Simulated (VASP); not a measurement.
Here is a VASP 6.6.1 calculation.

The input INCAR:

```
SYSTEM = Rh
PREC = Accurate ; ENCUT = 520
EDIFF = 1E-6 ; ISMEAR = 0
SIGMA = 0.1 ; LREAL = .FALSE.
LASPH = .TRUE. ; NELM = 80
ALGO = Normal ; ISIF = 2
LWAVE = .FALSE. ; LCHARG = .FALSE.
NBANDS = 22
```

Contents of KPOINTS:

```
regular mesh
0
G
  9 9 5
  0 0 0
```

File POSCAR:

```
Rh
1.0
    2.7309800000      0.0000000000      0.0000000000
   -1.3654900000      2.3651000000      0.0000000000
    0.0000000000      0.0000000000      4.4284900000
Rh
2
Direct
    0.6666666667      0.3333333333      0.7500000000
    0.3333333333      0.6666666667      0.2500000000
```

Potentials or basis: VASP PAW LDA potentials, release 64 (Rh_pv).

Run with:

```sh
$ cat potpaw_LDA.64/Rh_pv/POTCAR > POTCAR
$ mpirun -np 1 vasp_std > vasp.out
```

(1) Estimate the band gap on the k mesh.

(2) Estimate the pressure.

Results:

(1) zero (band 15 reaches 11.65 eV, above the bottom of band 16 at 9.67 eV).

(2) -18.8 GPa.
